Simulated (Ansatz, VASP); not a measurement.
KBr in VASP and in Ansatz

Contents of POSCAR:

```
KBr
1.0
    3.9345246779      0.0000000000      0.0000000000
    0.0000000000      3.9345246779      0.0000000000
    0.0000000000      0.0000000000      3.9345246779
K Br
1 1
Direct
    0.0000000000      0.0000000000      0.0000000000
    0.5000000000      0.5000000000      0.5000000000
```

File INCAR.step1:

```
PREC = Accurate
ENCUT = 520
ISMEAR = -1
SIGMA = 0.03
LREAL = False
LASPH = True
NELM = 60
NBANDS = 15
GGA = PE
ALGO = Normal
EDIFF = 1E-4
LWAVE = True
LCHARG = False
```

Contents of INCAR.step2:

```
PREC = Accurate
ENCUT = 520
EDIFF = 1E-6
ISMEAR = -1
SIGMA = 0.03
LREAL = False
LASPH = True
NELM = 60
ALGO = Normal
ISIF = 2
LWAVE = False
LCHARG = True
METAGGA = R2SCAN
LMIXTAU = True
LUSE_VDW = True
IVDW_NL = 2
BPARAM = 11.95
CPARAM = 0.0093
LELF = True
LVHAR = True
NBANDS = 15
ISTART = 1
```

Contents of KPOINTS:

```
regular mesh
0
Gamma
  8 8 8
```

Input for Ansatz:

```yaml
crystal:
  lattice:
    - [3.9345246779, 0.0, 0.0]
    - [0.0, 3.9345246779, 0.0]
    - [0.0, 0.0, 3.9345246779]
  atoms:
    - { symbol: K, position: [0.0, 0.0, 0.0] }
    - { symbol: Br, position: [0.5, 0.5, 0.5] }
kpoints:
  mp_grid: { grid: [8, 8, 8] }
  band_path:
    path: [[0.0, 0.0, 0.0], [0.0, 0.5, 0.0], [0.5, 0.5, 0.0], [0.5, 0.5, 0.5]]
    npoints: 1
hamiltonian:
  xc: r2scan
  dispersion: rvv10
scf:
  occupations: { method: fermi_dirac, width: 0.03 }
  n_extra_bands: 4
output:
  forces: true
  stress: true
  eigenvalues: true
```

Alike in both runs: task single point; functional r2SCAN; dispersion rVV10; k mesh 8 × 8 × 8; occupations fermi-dirac, width 0.03 eV; no spin polarisation.

```csv
,VASP,Ansatz
version,VASP 6.6.1,Ansatz 0.2.0
potentials or method,"VASP PAW PBE potentials, release 64 (K_sv, Br)","plane waves, PAW"
plane-wave cutoff (eV),520,500
valence electrons in the cell,16,16
```

```tsv
	VASP	Ansatz	Ansatz less VASP
gap on the k mesh at the Fermi level (eV)	4.81	4.80	-0.003
pressure (GPa)	0.0	-0.1	-0.04
```

VASP's potentials were made for PBE, not for r2SCAN.
